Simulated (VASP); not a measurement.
Set up this calculation in VASP 6.6.1, as the native input.

```yaml
Task: single point
Functional: PBE
Potentials_or_basis: VASP PAW PBE potentials, release 64 (Ba_sv, Ti_sv, O)
Cutoff: 520 eV
k_mesh: 7 × 7 × 7
Occupations: fermi-dirac, width 0.05 eV
Spin: no spin polarisation
Dipole_correction: no
Further_INCAR_settings: ALGO = Normal; EDIFF = 1e-06; NBANDS = 28
```

The structure of BaTiO3 lies in POSCAR:

```
BaTiO3
1.0
    3.9866720919      0.0000000000      0.0000000000
    0.0000000000      3.9866720919      0.0000000000
    0.0000000000      0.0000000000      4.1917847748
Ba Ti O
1 1 3
Direct
    0.0000000000      0.0000000000     -0.0098280493
    0.5000000000      0.5000000000      0.4728900468
    0.0000000000      0.5000000000      0.5199633583
    0.5000000000      0.0000000000      0.5199633583
    0.5000000000      0.5000000000      0.0400112860
```

These files were run (other wordings do the same):

INCAR

```
PREC = Accurate ; ENCUT = 520
EDIFF = 1E-6 ; ISMEAR = -1
SIGMA = 0.05 ; LREAL = F
LASPH = T ; NELM = 100
ALGO = Normal ; ISIF = 2
LWAVE = F ; LCHARG = F
GGA = PE ; NBANDS = 28
```

KPOINTS

```
regular mesh
0
Gamma
  7 7 7
```

Potentials or basis: VASP PAW PBE potentials, release 64 (Ba_sv, Ti_sv, O).

Launch:

```bash
$ cat potpaw_PBE.64/Ba_sv/POTCAR potpaw_PBE.64/Ti_sv/POTCAR potpaw_PBE.64/O/POTCAR > POTCAR
$ mpirun -np 1 vasp_std > vasp.out
```

Results of the run:

* Pressure: 1.7 GPa
* Largest force: 0.072 eV/Å
* Band gap on the k mesh: 1.89 eV (least direct gap 2.34 eV)

Caveat: spin-orbit coupling is left out, which moves the levels of the heavy elements; an odd mesh through Γ misses points on the zone boundary, where band edges can lie.

Wall time 110 s on 1 thread of Intel Xeon 8259CL (shared host), peak memory 0.22 GiB.
